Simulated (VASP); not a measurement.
# NaI (I-4m2) in VASP: a series of runs, part 2 of 2

VASP 6.6.1. Earlier steps stand in the parts before.

## Step 5: Single point, r2SCAN (epitaxial xy strain -0.5%)

POSCAR reads:

```
NaI
1.0
    0.0000000000      3.5265386331      3.5747106003
    3.5265386331      0.0000000000      3.5747106003
    3.5265386331      3.5265386331      0.0000000000
Na I
1 1
Direct
    0.0000000000      0.0000000000      0.0000000000
    0.2500000000      0.2500000000      0.2500000000
```

INCAR.step1 reads:

```
SYSTEM = NaI
ALGO = Normal
EDIFF = 1E-4
ENCUT = 520
GGA = PE
ISMEAR = 0
LASPH = .True.
LCHARG = .False.
LREAL = .False.
LWAVE = .True.
NBANDS = 14
NELM = 80
PREC = Accurate
SIGMA = 0.01
```

INCAR.step2 reads:

```
SYSTEM = NaI
ALGO = Normal
EDIFF = 1E-6
ENCUT = 520
ISIF = 2
ISMEAR = 0
ISTART = 1
LASPH = .True.
LCHARG = .False.
LMIXTAU = .True.
LREAL = .False.
LWAVE = .False.
METAGGA = R2SCAN
NBANDS = 14
NELM = 80
PREC = Accurate
SIGMA = 0.01
```

KPOINTS reads:

```
k-points
0
Gamma
  6 6 6
  0 0 0
```

Potentials or basis: VASP PAW PBE potentials, release 64 (Na_pv, I).

Command:

```sh
$ cat potpaw_PBE.64/Na_pv/POTCAR potpaw_PBE.64/I/POTCAR > POTCAR
$ cp INCAR.step1 INCAR
$ mpirun -np 1 vasp_std > vasp.out
$ cp INCAR.step2 INCAR
$ mpirun -np 1 vasp_std > vasp.out
```

OUTCAR:

```text
SYSTEM = NaI
   EDIFF = 1E-6
   ENCUT = 520
   ISIF = 2
   ISMEAR = 0
   ISTART = 1
   LASPH = .True.
   LREAL = .False.
   METAGGA = R2SCAN
   NELM = 80
   PREC = Accurate

 ion  position               nearest neighbor table
   1  0.000  0.000  0.000-   2 3.07   2 3.07   2 3.07   2 3.07
   2  0.250  0.250  0.250-   1 3.07   1 3.07   1 3.07   1 3.07

  LATTYP: Found a body centered tetragonal cell.
 ALAT       =     4.9872787632
 C/A-ratio  =     1.4335314989

  Lattice vectors:

 A1 = (  -3.5265386331,   0.0000000000,   3.5747106003)
 A2 = (   3.5265386331,   0.0000000000,   3.5747106003)
 A3 = (   0.0000000000,   3.5265386331,  -3.5747106003)

Analysis of symmetry for initial positions (statically):
=====================================================================
 Subroutine PRICEL returns:
 Original cell was already a primitive cell.

 Routine SETGRP: Setting up the symmetry group for a
 body centered tetragonal supercell.

 Subroutine GETGRP returns: Found  8 space group operations
 (whereof  8 operations were pure point group operations)
 out of a pool of 16 trial point group operations.

The static configuration has the point symmetry D_2d.

Analysis of symmetry for dynamics (positions and initial velocities):
=====================================================================
 Subroutine PRICEL returns:
 Original cell was already a primitive cell.

 Routine SETGRP: Setting up the symmetry group for a
 body centered tetragonal supercell.

 Subroutine GETGRP returns: Found  8 space group operations
 (whereof  8 operations were pure point group operations)
 out of a pool of 16 trial point group operations.

The dynamic configuration has the point symmetry D_2d.

 Subroutine INISYM returns: Found  8 space group operations
 (whereof  8 operations are pure point group operations),
 and found     1 'primitive' translations

----------------------------------------------------------------------------------------

                                     Primitive cell

  volume of cell :      88.9136

[... 113 lines left out ...]
   METAGGA = R2SCAN    functional components
   LHFCALC =     F    Hartree Fock is set to
   AEXX    =    0.0000 exact exchange contribution
   IVDW    =     0    specifies the selected vdW correction
   LEPSILON=     F    determine dielectric tensor
   LRPA    =     F    only Hartree local field effects (RPA)
 non-spin polarized calculation
 Gauss-broadening in eV      SIGMA  =   0.01
  energy-cutoff  :      520.00
  volume of cell :       88.91
 maximum number of plane-waves:      2421
 NGX is ok and might be reduce to    40
   NGX = 19   NGY = 19   NGZ = 19

 number of electron      14.0000002 magnetization

 Free energy of the ion-electron system (eV)
  ---------------------------------------------------
  ext. energy  EPLUGINS =         0.00000000
  ---------------------------------------------------
  free energy    TOTEN  =       -30.91784169 eV

  energy without entropy =      -30.91784169  energy(sigma->0) =      -30.91784169

 E-fermi :  -1.3529     XC(G=0):  -6.8041

 val. band max:       -1.4526820341   @ k =   0.0000   0.0000   0.0000
 cond. band min:       2.9666673728   @ k =   0.0000   0.0000   0.0000
 fundamental gap:      4.4193494070
 Fermi energy:        -1.3529457674

 k-point     1 :       0.0000    0.0000    0.0000
  band No.  band energies     occupation
      1     -24.3409      2.00000
      2     -24.3407      2.00000
      3     -24.3395      2.00000
      4     -12.1948      2.00000
      5      -1.4688      2.00000
      6      -1.4527      2.00000
      7      -1.4527      2.00000
      8       2.9667      0.00000
      9       7.0944      0.00000
     10       7.1178      0.00000
     11       7.1179      0.00000
     12       8.7328      0.00000
     13       8.8887      0.00000
     14      10.4111      0.00000
[... 377 lines left out ...]
      1     -24.3433      2.00000
      2     -24.3416      2.00000
      3     -24.3403      2.00000
      4     -12.0223      2.00000
      5      -2.4716      2.00000
      6      -1.9676      2.00000
      7      -1.8035      2.00000
      8       4.4988      0.00000
      9       5.7395      0.00000
     10       7.3852      0.00000
     11       8.4831      0.00000
     12       9.2591      0.00000
     13      10.7281      0.00000
     14      11.1771      0.00000

 [... further k-points ...]
[... 5 lines left out ...]
  --------------------------------------------------------------------------------------
  -------------------------------------------------------------------------------------
  Total       -0.0322071     -0.0322071     -0.0343802      0.0000000      0.0000000      0.0000000
  in kB       -0.5803548     -0.5803548     -0.6195141      0.0000000      0.0000000      0.0000000
  external PRESSURE =      -0.5934079 kB  Pullay stress =       0.0000000 kB

 VOLUME and BASIS-vectors are now :
 -----------------------------------------------------------------------------
  energy-cutoff  :      520.00
  volume of cell :       88.91
      direct lattice vectors                 reciprocal lattice vectors
     0.000000000  3.526538633  3.574710600    -0.141782085  0.141782085  0.139871463
     3.526538633  0.000000000  3.574710600     0.141782085 -0.141782085  0.139871463
     3.526538633  3.526538633  0.000000000     0.141782085  0.141782085 -0.139871463

 POSITION                                       TOTAL-FORCE (eV/Angst)
 -----------------------------------------------------------------------------------
      0.00000      0.00000      0.00000        -0.000000     -0.000000     -0.000000
      1.76327      1.76327      1.78736         0.000000      0.000000      0.000000
 -----------------------------------------------------------------------------------
    total drift:                               -0.000004     -0.000004     -0.000009

  FREE ENERGIE OF THE ION-ELECTRON SYSTEM (eV)
  ---------------------------------------------------
  free  energy   TOTEN  =       -30.9178416864 eV

  energy  without entropy=      -30.9178416864  energy(sigma->0) =      -30.91784169
```

OUTCAR.step1:

```text
SYSTEM = NaI
   EDIFF = 1E-4
   ENCUT = 520
   GGA = PE
   ISMEAR = 0
   LASPH = .True.
   LREAL = .False.
[... 630 lines left out ...]
      0.00000      0.00000      0.00000        -0.000000     -0.000000     -0.000000
      1.76327      1.76327      1.78736         0.000000      0.000000      0.000000
 -----------------------------------------------------------------------------------
    total drift:                                0.000001      0.000001      0.000001

  FREE ENERGIE OF THE ION-ELECTRON SYSTEM (eV)
  ---------------------------------------------------
  free  energy   TOTEN  =        -5.2900284668 eV

  energy  without entropy=       -5.2900284668  energy(sigma->0) =       -5.29002847
```

OSZICAR.step1:

```text
N       E                     dE             d eps       ncg     rms          rms(c)
DAV:   1     0.814892931622E+02    0.81489E+02   -0.62855E+03   840   0.834E+02
DAV:   2     0.222044806679E+01   -0.79269E+02   -0.74302E+02   870   0.205E+02
DAV:   3    -0.518499164446E+01   -0.74054E+01   -0.73637E+01  1098   0.605E+01
DAV:   4    -0.538524525744E+01   -0.20025E+00   -0.20021E+00  1114   0.105E+01
DAV:   5    -0.538867602557E+01   -0.34308E-02   -0.34307E-02  1150   0.128E+00    0.165E+00
DAV:   6    -0.528838075524E+01    0.10030E+00   -0.13097E-01   960   0.169E+00    0.113E+00
DAV:   7    -0.528033527747E+01    0.80455E-02   -0.10448E-01  1002   0.138E+00    0.706E-01
DAV:   8    -0.528981600180E+01   -0.94807E-02   -0.10590E-02   930   0.665E-01    0.217E-01
DAV:   9    -0.528963921439E+01    0.17679E-03   -0.23572E-04  1038   0.135E-01    0.690E-02
DAV:  10    -0.529001071853E+01   -0.37150E-03   -0.45067E-04   954   0.130E-01    0.198E-02
DAV:  11    -0.529002846675E+01   -0.17748E-04   -0.43618E-05  1108   0.526E-02
   1 F= -.52900285E+01 E0= -.52900285E+01  d E =-.280730E-23
```

Run time: 74 s. Hardware: 1 thread of Intel Xeon 6975P-C (Granite Rapids), shared host; peak memory 0.27 GiB.

What came out:

* Free energy: -30.9178 eV
* Pressure: -0.1 GPa
* Band gap on the k mesh: 4.42 eV, direct

Caveat: the cell differs from its parent crystal (epitaxial xy strain -0.5%); the PAW data sets were made with another functional, which shifts forces and pressure a little; spin-orbit coupling is left out, which moves the levels of the heavy elements.

## Step 6: Summary

| level | cell | smearing | gap on the mesh (eV) | pressure (GPa) |
| --- | --- | --- | --- | --- |
| PBE | a = 4.930, b = 4.930, c = 4.848 Å, angles 60.5, 60.5, 58.9°, 2 atoms | fermi-dirac 0.02 eV | 3.92 | 1.3 |
| PBE | a = 5.021, b = 5.021, c = 4.987 Å, angles 60.2, 60.2, 59.6°, 2 atoms | fermi-dirac 0.02 eV | 3.82 | 0.4 |
| r2SCAN | a = 4.930, b = 4.930, c = 4.848 Å, angles 60.5, 60.5, 58.9°, 2 atoms | gaussian 0.01 eV | 4.52 | 0.9 |
| r2SCAN | a = 5.021, b = 5.021, c = 4.987 Å, angles 60.2, 60.2, 59.6°, 2 atoms | gaussian 0.01 eV | 4.42 | -0.1 |

Alike in all rows: task single point; potentials or basis VASP PAW PBE potentials, release 64 (Na_pv, I); no spin polarisation; k mesh 6 × 6 × 6; cutoff (eV) 520.

Caveats: spin-orbit coupling is left out, which moves the levels of the heavy elements; the PAW data sets were made with another functional, which shifts forces and pressure a little (some runs).

Total energies depend on the potentials used, so only differences within one code and one set of settings carry meaning.
